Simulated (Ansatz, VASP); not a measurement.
Al: VASP beside Ansatz

```
CELL_PARAMETERS angstrom
0.00000 2.02065 2.02065
2.02065 0.00000 2.02065
2.02065 2.02065 0.00000
ATOMIC_POSITIONS crystal
Al 0.00000 0.00000 0.00000
```

Alike in both runs: task single point; functional PBE; k mesh 10 × 10 × 10; occupations fermi-dirac, width 0.1 eV; no spin polarisation.

```csv
,VASP,Ansatz
version,VASP 6.6.1,Ansatz 0.2.0
potentials or method,"VASP PAW PBE potentials, release 64 (Al), cutoff 500 eV","PAW, plane waves, scalar-relativistic"
valence electrons in the cell,3,3
```

|  | VASP | Ansatz | Ansatz less VASP |
| --- | --- | --- | --- |
| pressure (GPa) | 0.0 | 0.0 | +0.04 |
